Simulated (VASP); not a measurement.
Input of a VASP 6.6.1 run:

Contents of INCAR:

```
PREC = Accurate ; ENCUT = 520
EDIFF = 1E-6 ; ISMEAR = 0
SIGMA = 0.1 ; LREAL = F
LASPH = T ; NELM = 80
ALGO = Normal ; ISIF = 2
LWAVE = F ; LCHARG = F
GGA = PE ; NBANDS = 16
```

The input KPOINTS:

```
Automatic mesh
0
Gamma
  8 8 4
```

The input POSCAR:

```
CuB2
1.0
    2.3404999000      0.0000000000      0.0000000000
    0.0000000000      2.3404999000      0.0000000000
    0.0000000000      0.0000000000      4.8290387900
Cu B
1 2
Direct
    0.0000000000      0.0000000000      0.0000000000
    0.5000000000      0.5000000000      0.2949999900
    0.5000000000      0.5000000000      0.7050000100
```

Potentials or basis: VASP PAW PBE potentials, release 64 (Cu, B).

Command:

```console
$ cat potpaw_PBE.64/Cu/POTCAR potpaw_PBE.64/B/POTCAR > POTCAR
$ mpirun -np 1 vasp_std > vasp.out
```

Problem. Estimate the pressure.

Solution. -4.3 GPa.

Problem. Predict the largest force.

Solution. 2.571 eV/Å.

Stress tensor (GPa, compression positive):
```
  6.46   0.00   0.00
  0.00   6.46   0.00
  0.00   0.00 -25.92
```

Caveat: forces of over 1 eV/Å act on the atoms, so gaps and moduli don't describe the material at rest.
